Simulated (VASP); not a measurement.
Set up this calculation in VASP 6.6.1, as the native input.

```yaml
Task: single point
Functional: PBE
Potentials_or_basis: VASP PAW PBE potentials, release 64 (Zn, Ge_d, N)
Cutoff: 520 eV
k_mesh: 6 × 6 × 4
Occupations: gaussian, width 0.1 eV
Spin: no spin polarisation
Dipole_correction: no
Further_INCAR_settings: ALGO = Normal; EDIFF = 1e-06; NBANDS = 30
```

The structure of ZnGe2N lies in POSCAR:

```
ZnGe2N
1.0
    3.1837759700      0.0000000000      0.0000000000
    0.0000000000      3.5468822500      0.0000000000
    0.0000000000      0.0000000000      5.7467162100
Zn Ge N
1 2 1
Direct
    0.5000000000      0.5000000000      0.5000000000
    0.5000000000      0.0000000000      0.2460425300
    0.5000000000      0.0000000000      0.7539574700
    0.0000000000      0.0000000000      0.0000000000
```

The cell was built from a structure type or drawn by symmetry, and may not be a known phase.

These files were run (other wordings do the same):

INCAR

```
PREC = Accurate ; ENCUT = 520
EDIFF = 1E-6 ; ISMEAR = 0
SIGMA = 0.1 ; LREAL = F
LASPH = T ; NELM = 100
ALGO = Normal ; ISIF = 2
LWAVE = F ; LCHARG = F
GGA = PE ; NBANDS = 30
```

KPOINTS

```
regular mesh
0
Gamma
  6 6 4
```

Potentials or basis: VASP PAW PBE potentials, release 64 (Zn, Ge_d, N).

The run is started by

```console
$ cat potpaw_PBE.64/Zn/POTCAR potpaw_PBE.64/Ge_d/POTCAR potpaw_PBE.64/N/POTCAR > POTCAR
$ mpirun -np 1 vasp_std > vasp.out
```

It gave:

```yaml
Pressure: 7.2 GPa
Largest_force: 2.627 eV/Å
Band_gap_on_the_k_mesh: zero (an odd number of electrons rules out a gap without spin polarisation)
```

Caveat: the cell stands under pressure; forces of over 1 eV/Å act on the atoms, so gaps and moduli don't describe the material at rest.

Run time: 67 s on 1 thread of AMD EPYC 7R43 64-Core Processor (Zen 3), with other jobs on the host, peak memory 0.19 GiB.
